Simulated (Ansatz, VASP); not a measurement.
## One calculation of Zr, two programs

```
Zr
1.0
     0.00000    2.37821    2.37821
     2.37821    0.00000    2.37821
     2.37821    2.37821    0.00000
Zr
1
Direct
  0.00000 0.00000 0.00000
```

Alike in both runs: task single point; functional BLYP; k mesh 13 × 13 × 13; occupations fermi-dirac, width 0.1 eV; no spin polarisation.

```csv
,VASP,Ansatz
version,VASP 6.6.1,Ansatz 0.2.0
potentials or method,"VASP PAW PBE potentials, release 64 (Zr_sv), cutoff 520 eV","plane waves (420 eV) with PAW, scalar-relativistic"
valence electrons in the cell,12,12
```

Ansatz gave:

* pressure (GPa): -7.8

Problem. Estimate VASP's values.

Solution. Pressure (GPa): -7.7.

VASP's potentials were made for PBE, not for BLYP.
